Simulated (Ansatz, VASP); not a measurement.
## KCl: VASP beside Ansatz

Contents of POSCAR:

```
KCl
1.0
    3.7711682906      0.0812686767      0.0000000000
    0.0812686767      3.7711682906      0.0000000000
    0.0000000000      0.0000000000      3.7711682906
K Cl
1 1
Direct
    0.0000000000      0.0000000000      0.0000000000
    0.5000000000      0.5000000000      0.5000000000
```

Contents of INCAR.step1:

```
SYSTEM = KCl
  PREC = Accurate
  ENCUT = 520
  ISMEAR = 0
  SIGMA = 0.01
  LREAL = .FALSE.
  LASPH = .TRUE.
  NELM = 60
  NBANDS = 15
  GGA = PE
  ALGO = Normal
  EDIFF = 1E-4
  LWAVE = .TRUE.
  LCHARG = .FALSE.
```

INCAR.step2

```
SYSTEM = KCl
  PREC = Accurate
  ENCUT = 520
  EDIFF = 1E-7
  ISMEAR = 0
  SIGMA = 0.01
  LREAL = .FALSE.
  LASPH = .TRUE.
  NELM = 60
  ALGO = Normal
  ISIF = 2
  LWAVE = .FALSE.
  LCHARG = .TRUE.
  METAGGA = R2SCAN
  LMIXTAU = .TRUE.
  LELF = .TRUE.
  LVHAR = .TRUE.
  NBANDS = 15
  ISTART = 1
```

The input KPOINTS:

```
Automatic mesh
0
G
  8 8 8
  0 0 0
```

Input for Ansatz:

```yaml
crystal:
  lattice:
    - [3.7711682906, 0.0812686767, 0.0]
    - [0.0812686767, 3.7711682906, 0.0]
    - [0.0, 0.0, 3.7711682906]
  atoms:
    - { symbol: K, position: [0.0, 0.0, 0.0] }
    - { symbol: Cl, position: [0.5, 0.5, 0.5] }
kpoints:
  mp_grid: { grid: [8, 8, 8] }
  band_path:
    path: [[0.0, 0.0, 0.0], [0.0, 0.5, 0.0], [0.5, 0.5, 0.0], [0.5, 0.5, 0.5]]
    npoints: 1
hamiltonian:
  xc: r2scan
scf:
  occupations: { method: fixed }
  n_extra_bands: 4
output:
  forces: true
  stress: true
  eigenvalues: true
  write_density: true
  write_potential: true
  elf: true
  volumetric_format: npy
```

Change from the starting cell: shear_xy strain +4.3%.

Alike in both runs: task single point; functional r2SCAN; k mesh 8 × 8 × 8; no spin polarisation.

|  | VASP | Ansatz |
| --- | --- | --- |
| version | VASP 6.6.1 | Ansatz 0.2.0 |
| potentials or method | VASP PAW PBE potentials, release 64 (K_sv, Cl) | plane waves, PAW |
| plane-wave cutoff (eV) | 520 | 500 |
| occupations | gaussian, width 0.01 eV | fixed |
| valence electrons in the cell | 16 | 16 |

|  | VASP | Ansatz | Ansatz less VASP |
| --- | --- | --- | --- |
| gap on the k mesh at the Fermi level (eV) | 5.81 | 5.80 | -0.006 |
| pressure (GPa) | 0.0 | 0.1 | +0.04 |
| traceless stress, the component that is largest in VASP (GPa) | -0.36 | -0.35 | +0.009 |

VASP's potentials were made for PBE, not for r2SCAN.
